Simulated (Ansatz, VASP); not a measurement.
**One calculation of BeS, two programs**

INCAR

```
PREC = Accurate ; ENCUT = 520
EDIFF = 1E-6 ; ISMEAR = -1
SIGMA = 0.02 ; LREAL = False
LASPH = True ; NELM = 100
ALGO = Normal ; ISIF = 2
LWAVE = False ; LCHARG = False
GGA = PE ; IBRION = 2
NSW = 80 ; EDIFFG = -0.02
```

File KPOINTS:

```
Automatic mesh
0
Gamma
  10 10 10
```

File POSCAR:

```
BeS
1.0
    0.0000000000      2.4250000000      2.4250000000
    2.4250000000      0.0000000000      2.4250000000
    2.4250000000      2.4250000000      0.0000000000
Be S
1 1
Direct
    0.0000000000      0.0000000000      0.0000000000
    0.2500000000      0.2500000000      0.2500000000
```

Input for Ansatz:

```yaml
crystal:
  lattice:
    - [0.0, 2.425, 2.425]
    - [2.425, 0.0, 2.425]
    - [2.425, 2.425, 0.0]
  atoms:
    - { symbol: Be, position: [0.0, 0.0, 0.0] }
    - { symbol: S, position: [0.25, 0.25, 0.25] }
kpoints:
  mp_grid: { grid: [10, 10, 10] }
scf:
  occupations: { method: fermi_dirac, width: 0.02 }
hamiltonian:
  xc: pbe
  pseudopotentials: { kind: paw }
output:
  forces: true
  stress: true
  populations: true
  efg:
    quadrupole_moments_barn: { Be: 0.05288, S: -0.0694 }
    contact_densities: true
relax:
  f_tol: 0.02
  max_steps: 60
```

Alike in both runs: task relaxation of the atoms; functional PBE; k mesh 10 × 10 × 10; occupations fermi-dirac, width 0.02 eV; no spin polarisation.

|  | VASP | Ansatz |
| --- | --- | --- |
| version | VASP 6.6.1 | Ansatz 0.2.0 |
| potentials or method | VASP PAW PBE potentials, release 64 (Be, S) | plane-wave PAW, scalar-relativistic |
| plane-wave cutoff (eV) | 520 | 420 |
| valence electrons in the cell | 8 | 8 |

```csv
,VASP,Ansatz,Ansatz less VASP
"gap on the k mesh at the Fermi level, each at its own relaxed structure (eV)",3.11,3.11,-0.001
```

Ansatz's warnings: stress scf threshold loose.

Noted on VASP's run: the relaxation stopped at its first step, so nothing moved.
